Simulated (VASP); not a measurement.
Runs of VASP 6.6.1 on SnSe. The structure is cubic, space group Fm-3m (No. 225). The conventional cell has a = 5.970 Å, b = 5.970 Å, c = 5.970 Å, α = 90.00°, β = 90.00°, γ = 90.00°. Sn (site symmetry m-3m) has 6 Se at 2.98 Å within 3.9 Å. Se (site symmetry m-3m) has 6 Sn at 2.98 Å within 3.9 Å. 

| level | k mesh | grid for exact exchange (PRECFOCK) | share of exact exchange | screening parameter | gap on the mesh (eV) | pressure (GPa) |
| --- | --- | --- | --- | --- | --- | --- |
| PBE-based screened hybrid with 35 % exact exchange | 4 × 4 × 4 | Normal | 0.35 | 0.1 1/Å | 0.82 | -1.6 |
| PBE-based screened hybrid with 30 % exact exchange | 4 × 4 × 4 | Normal | 0.3 | 0.5 1/Å | 0.64 | (b) |
| PBE | 6 × 6 × 6 | - | - | - | 0.69 | (c) |
| PBE-based screened hybrid with 50 % exact exchange | 4 × 4 × 4 | Normal | 0.5 | 0.1 1/Å | 0.83 | (a) |
| HSE06 | 4 × 4 × 4 | Normal | 0.25 | 0.2079 1/Å | 0.61 | -0.6 |

Alike in all rows: task single point; potentials or basis VASP PAW PBE potentials, release 64 (Sn_d, Se); no spin polarisation; cell as given; cutoff (eV) 520; smearing gaussian 0.01 eV.

Estimate the missing entries.

(a) -2.5; (b) -0.3; (c) 2.0.

Caveats: some runs use coarse meshes; spin-orbit coupling is left out, which moves the levels of the heavy elements; the PAW data sets were made with another functional, which shifts forces and pressure a little (at least some runs); semilocal functionals underestimate gaps, and a narrow one can read as zero (at least some runs).

A k mesh can miss the band edges, and the runs leave out spin-orbit coupling on Se, Sn.
